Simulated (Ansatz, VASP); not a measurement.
## One calculation of WS2, two programs

The input INCAR:

```
PREC     = Accurate       # precision mode
ENCUT    = 520            # plane-wave cutoff, eV
EDIFF    = 1E-7           # SCF threshold, eV
ISMEAR   = 0              # smearing method
SIGMA    = 0.05           # smearing width, eV
LREAL    = False          # projectors in reciprocal space
LASPH    = True           # aspherical terms in the spheres
NELM     = 80             # most SCF steps
ALGO     = Normal         # electronic algorithm
ISIF     = 2              # what is computed and relaxed
LWAVE    = False          # write WAVECAR
LCHARG   = False          # write CHGCAR
NBANDS   = 35             # bands
```

Contents of KPOINTS:

```
regular mesh
0
Gamma
  12 12 4
```

Contents of POSCAR:

```
WS2
1.0
    3.1541676745      0.0000000000      0.0000000000
   -1.5770838372      2.7315893339      0.0000000000
    0.0000000000      0.0000000000     12.2592083320
W S
2 4
Direct
    0.3333333333      0.6666666667      0.2500000000
    0.6666666667      0.3333333333      0.7500000000
    0.3333333333      0.6666666667      0.6145775701
    0.6666666667      0.3333333333      0.1145775701
    0.3333333333      0.6666666667      0.8854224299
    0.6666666667      0.3333333333      0.3854224299
```

Input for Ansatz:

```yaml
crystal:
  lattice:
    - [3.1541676745, 0.0, 0.0]
    - [-1.5770838372, 2.7315893339, 0.0]
    - [0.0, 0.0, 12.259208332]
  atoms:
    - { symbol: W, position: [0.3333333333, 0.6666666667, 0.25] }
    - { symbol: W, position: [0.6666666667, 0.3333333333, 0.75] }
    - { symbol: S, position: [0.3333333333, 0.6666666667, 0.6145775701] }
    - { symbol: S, position: [0.6666666667, 0.3333333333, 0.1145775701] }
    - { symbol: S, position: [0.3333333333, 0.6666666667, 0.8854224299] }
    - { symbol: S, position: [0.6666666667, 0.3333333333, 0.3854224299] }
basis:
  ecutwfc: 420
kpoints:
  mp_grid: { grid: [12, 12, 4] }
hamiltonian:
  xc: lda
  pseudopotentials: { kind: paw, azcp: { folder: soft_1 } }
scf:
  occupations: { method: gaussian, width: 0.05 }
output:
  forces: true
  stress: true
  eigenvalues: true
```

Alike in both runs: task single point; functional LDA; k mesh 12 × 12 × 4; occupations gaussian, width 0.05 eV; no spin polarisation.

|  | VASP | Ansatz |
| --- | --- | --- |
| version | VASP 6.6.1 | Ansatz 0.2.0 |
| potentials or method | VASP PAW LDA potentials, release 64 (W_sv, S), cutoff 520 eV | scalar-relativistic, plane waves, PAW |
| valence electrons in the cell | 52 | 52 |

VASP gave:

```
gap on the k mesh at the Fermi level (eV)                     : 0.79
least direct gap on the mesh (eV)                             : 1.90
pressure (GPa)                                                : -12.0
traceless stress, the component that is largest in VASP (GPa) : -6.56
rms of the force components (eV/Å)                            : 0.899
```

Estimate Ansatz's values.

gap on the k mesh at the Fermi level (eV): 0.78; least direct gap on the mesh (eV): 1.90; pressure (GPa): -12.3; traceless stress, the component that is largest in VASP (GPa): -6.57; rms of the force components (eV/Å): 0.916.

Ansatz warns that its potentials were made for another functional, while VASP's fit it. LDA's correlation is that of Perdew and Zunger in VASP and of Perdew and Wang (1992) in Ansatz. Atom by atom the forces differ by 0.018 eV/Å (rms over components).

Neither program's run includes spin-orbit coupling.
